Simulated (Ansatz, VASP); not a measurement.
Al in VASP and in Ansatz

```
Al
1.0
     0.00000    1.98266    1.98266
     1.98266    0.00000    1.98266
     1.98266    1.98266    0.00000
Al
1
Cartesian
  0.0000 0.0000 0.0000
```

Change from the starting cell: volume scaled by 0.94.

Alike in both runs: task single point; functional PBE; k mesh 14 × 14 × 14; occupations fermi-dirac, width 0.05 eV; no spin polarisation.

```csv
,VASP,Ansatz
version,VASP 6.6.1,Ansatz 0.2.0
potentials or method,"VASP PAW PBE potentials, release 64 (Al), cutoff 520 eV","all-electron LAPW, scalar-relativistic"
```

```tsv
	VASP	Ansatz	Ansatz less VASP
pressure (GPa)	4.7	4.7	+0.02
```

Ansatz ran all-electron here, and VASP with PAW potentials.
